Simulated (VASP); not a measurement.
EuZrF4, 6 atoms in the cell. It takes space group P4/mmm (No. 123, tetragonal). Conventional cell: a = 3.772 Å, b = 3.772 Å, c = 5.335 Å, α = 90.00°, β = 90.00°, γ = 90.00°. Eu (site symmetry 4/mmm) has 8 F at 2.38 Å within 3.1 Å. Zr (site symmetry 4/mmm) has 8 F at 2.24 Å within 3.0 Å. F (site symmetry 2mm) has 2 Zr at 2.24 Å and 2 Eu at 2.38 Å and 6 F at 2.42 to 2.92 Å within 3.0 Å. 

| Quantity | Value |
| --- | --- |
| Program | VASP 6.6.1 |
| Task | single point |
| Functional | PBE |
| Potentials or basis | VASP PAW PBE potentials, release 64 (Eu, Zr_sv, F) |
| Cutoff | 520 eV |
| k mesh | 4 × 4 × 4 |
| Occupations | gaussian, width 0.1 eV |
| Spin | collinear spin, ferromagnetic start |
| Starting moments | [7.0, 0.0, 0.0, 0.0, 0.0, 0.0] μB |
| Dipole correction | no |
| Further INCAR settings | ALGO = Normal; EDIFF = 1e-06; NBANDS = 42 |

Potentials or basis: VASP PAW PBE potentials, release 64 (Eu, Zr_sv, F).

Run with:

```console
$ cat potpaw_PBE.64/Eu/POTCAR potpaw_PBE.64/Zr_sv/POTCAR potpaw_PBE.64/F/POTCAR > POTCAR
$ mpirun -np 1 vasp_std > vasp.out
```

Hardware: 1 thread of Intel(R) Xeon(R) 6975P-C (Granite Rapids), with other jobs on the host.

**Question.** How long does it take, and how much memory?

**Answer.** Run time: 84 s on 1 thread of Intel(R) Xeon(R) 6975P-C (Granite Rapids), on a shared host, peak memory 0.27 GiB. Counts: scf iterations 23, k points 18.
